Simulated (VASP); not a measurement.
Input of a VASP 6.6.1 run:

POSCAR

```
Re
1.0
   -0.0098750000      1.9750000000      1.9750000000
    1.9750000000     -0.0098750000      1.9750000000
    1.9651250000      1.9651250000      0.0000000000
Re
1
Direct
    0.0000000000      0.0000000000      0.0000000000
```

File INCAR.step1:

```
SYSTEM = Re
  PREC = Accurate
  ENCUT = 520
  ISMEAR = 0
  SIGMA = 0.15
  LREAL = .False.
  LASPH = .True.
  NELM = 100
  NBANDS = 10
  GGA = PE
  ALGO = Normal
  EDIFF = 1E-4
  LWAVE = .True.
  LCHARG = .False.
```

Contents of INCAR.step2:

```
SYSTEM = Re
  PREC = Accurate
  ENCUT = 520
  EDIFF = 1E-6
  ISMEAR = 0
  SIGMA = 0.15
  LREAL = .False.
  LASPH = .True.
  NELM = 100
  ALGO = Normal
  ISIF = 2
  LWAVE = .False.
  LCHARG = .False.
  METAGGA = R2SCAN
  LMIXTAU = .True.
  NBANDS = 10
  ISTART = 1
```

File KPOINTS:

```
Automatic mesh
0
Gamma
  20 20 20
  0 0 0
```

Potentials or basis: VASP PAW PBE potentials, release 64 (Re).

Run with:

```sh
$ cat potpaw_PBE.64/Re/POTCAR > POTCAR
$ cp INCAR.step1 INCAR
$ mpirun -np 1 vasp_std > vasp.out
$ cp INCAR.step2 INCAR
$ mpirun -np 1 vasp_std > vasp.out
```

Problem. Predict the band gap on the k mesh.

Solution. Zero (an odd number of electrons rules out a gap without spin polarisation).

Problem. Predict the pressure.

Solution. -15.6 GPa.

Stress tensor (GPa, compression positive):
```
-15.62   2.09   0.00
  2.09 -15.62   0.00
  0.00   0.00 -15.67
```

Caveat: the cell differs from its parent crystal (strain -0.0100 x Voigt [0, 0, 0, 0, 0, 1]); the cell stands under tension; the PAW data sets were made with another functional, which shifts forces and pressure a little; spin-orbit coupling is left out, which moves the levels of the heavy elements.
